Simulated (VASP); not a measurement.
Write the native input for VASP 6.6.1 that does the following.

| Quantity | Value |
| --- | --- |
| Task | relaxation of cell and atoms |
| Functional | PBEsol |
| Potentials or basis | VASP PAW PBE potentials, release 64 (Hf_pv) |
| Cutoff | 600 eV |
| k mesh | 12 × 12 × 12 |
| Occupations | fermi-dirac, width 0.1 eV |
| Spin | no spin polarisation |
| Dipole correction | no |
| Further INCAR settings | ALGO = Normal; EDIFF = 1e-06; IBRION = 2; EDIFFG = -0.01; NSW = 80; ISIF = 3 |

The structure of Hf lies in POSCAR:

```
Hf
1.0
    0.0000000000      2.2367213568      2.2367213568
    2.2367213568      0.0000000000      2.2367213568
    2.2367213568      2.2367213568      0.0000000000
Hf
1
Direct
    0.0000000000      0.0000000000      0.0000000000
```

These files were run (other wordings do the same):

INCAR

```
SYSTEM = Hf
  PREC = Accurate
  ENCUT = 600
  EDIFF = 1E-6
  ISMEAR = -1
  SIGMA = 0.1
  LREAL = .False.
  LASPH = .True.
  NELM = 60
  ALGO = Normal
  ISIF = 3
  LWAVE = .False.
  LCHARG = .False.
  GGA = PS
  IBRION = 2
  NSW = 80
  EDIFFG = -0.01
```

KPOINTS

```
Automatic mesh
0
Gamma
  12 12 12
  0 0 0
```

Potentials or basis: VASP PAW PBE potentials, release 64 (Hf_pv).

The run is started by

```console
$ cat potpaw_PBE.64/Hf_pv/POTCAR > POTCAR
$ mpirun -np 1 vasp_std > vasp.out
```

It gave:

```json
{
 "Relaxed volume": "21.51 Å³/atom",
 "Relaxed cell": "a = 3.121 Å, b = 3.121 Å, c = 3.121 Å, α = 60.00°, β = 60.00°, γ = 60.00°",
 "Space group after relaxing (to 0.05 Å)": "Fm-3m (No. 225)",
 "Energy gained by relaxing": "11.4 meV/atom",
 "Ionic steps": "3",
 "Pressure after relaxing": "0.0 GPa",
 "Band gap on the k mesh": "zero (band 5 reaches 6.26 eV, above the bottom of band 6 at 4.46 eV)"
}
```

Caveat: the PAW data sets were made with another functional, which shifts forces and pressure a little; spin-orbit coupling is left out, which moves the levels of the heavy elements.

Wall time 38 s on 1 thread of Intel Xeon 6975P-C (shared host), peak memory 0.17 GiB.
